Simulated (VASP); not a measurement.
## NiO: single point with PBE+U

The system is NiO.

```
CELL_PARAMETERS angstrom
-2.09695 -4.19390 -2.09695
-2.09695 0.00000 -2.09695
2.09695 0.00000 -2.09695
ATOMIC_POSITIONS crystal
Ni 0.00000 0.00000 0.00000
Ni 0.50000 0.00000 0.50000
O 0.00000 0.50000 0.50000
O 0.50000 0.50000 0.00000
```

```yaml
Program: VASP 6.6.1
Task: single point
Functional: PBE
Potentials_or_basis: VASP PAW PBE potentials, release 64 (Ni, O)
Cutoff: 520 eV
k_mesh: 5 × 8 × 7
Occupations: fermi-dirac, width 0.03 eV
Spin: collinear spin, antiferromagnetic start
Starting_moments: "[2.0, -2.0, 0.0, 0.0] μB"
Hubbard_terms: Ni d U = 2.9 eV
```

| Property | Result |
| --- | --- |
| Pressure | 3.6 GPa |
| Band gap on the k mesh | 0.90 eV |
| Net moment | 0.00 μB per cell |
| Site moments | Ni +1.73, -1.73; O +0.09, -0.09 μB |
| Valence electrons inside the program's atomic spheres | Ni 8.95; O 5.01 |

Levels at points of the mesh, in eV from the valence-band top:
Spin up:
```csv
k point,band 13,band 14,band 15,band 16,band 17,band 18,band 19,band 20
"(0.00, 0.00, 0.00)",-2.31,-2.00,-1.98,-1.98,0.91,1.18,2.11,6.63
"(0.00, 0.50, 0.00)",-1.77,-1.74,0.00,0.00,3.23,3.25,6.06,6.13
```
Spin down:
| k point | band 14 | band 15 | band 16 | band 17 | band 18 | band 19 |
| --- | --- | --- | --- | --- | --- | --- |
| (0.00, 0.00, 0.00) | -2.00 | -1.98 | -1.98 | 0.91 | 1.18 | 2.11 |
| (0.00, 0.50, 0.00) | -1.74 | 0.00 | 0.00 | 3.23 | 3.25 | 6.06 |

Eigenvalues of the final occupation matrices:
```csv
site,spin,trace,eigenvalues
site 1 d,1,4.96,0.97 0.97 0.97 1.02 1.02
site 1 d,2,3.26,0.17 0.18 0.97 0.97 0.97
site 2 d,1,3.26,0.17 0.18 0.97 0.97 0.97
site 2 d,2,4.96,0.97 0.97 0.97 1.02 1.02
```

It took 11 min on 1 thread of Oxide Virtual Turin-like Processor, on a shared host, peak memory 0.27 GiB.

Caveat: the cell stands under pressure. The state reached can hang on the start; a lower one may exist.
